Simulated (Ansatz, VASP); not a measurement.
# KNaF2 in VASP and in Ansatz

```
K Na F
1.0
     1.78388    1.02993    5.90380
    -1.78388    1.02993    5.90380
     0.00000   -2.05985    5.90380
K Na F
1 1 2
Cartesian
  0.0000 0.0000 8.8557
  0.0000 0.0000 0.0000
  0.0000 0.0000 13.1067
  0.0000 0.0000 4.6048
```

Alike in both runs: functional PBE; k mesh 9 × 9 × 9; occupations gaussian, width 0.02 eV; no spin polarisation.

Ansatz relaxed the structure, and its values are those at the end. VASP's run is a single point on that final structure, the one shown.

|  | VASP | Ansatz |
| --- | --- | --- |
| version | VASP 6.6.1 | Ansatz 0.2.0 |
| potentials or method | VASP PAW PBE potentials, release 64 (K_sv, Na_pv, F), cutoff 520 eV | scalar-relativistic, plane waves, PAW |
| valence electrons in the cell | 30 | 32 |

VASP gave:

| Item | Value |
| --- | --- |
| gap on the k mesh at the Fermi level (eV) | 5.92 |
| least direct gap on the mesh (eV) | 5.92 |
| pressure (GPa) | 0.0 |
| rms of the force components (eV/Å) | 0.007 |

Question: Which values does Ansatz return?

Answer: gap on the k mesh at the Fermi level (eV): 5.93; least direct gap on the mesh (eV): 5.93; pressure (GPa): 0.0; rms of the force components (eV/Å): 0.001.

VASP's potentials hold 30 valence electrons a cell and Ansatz's 32, so a difference there can come from the potentials and not from the codes.
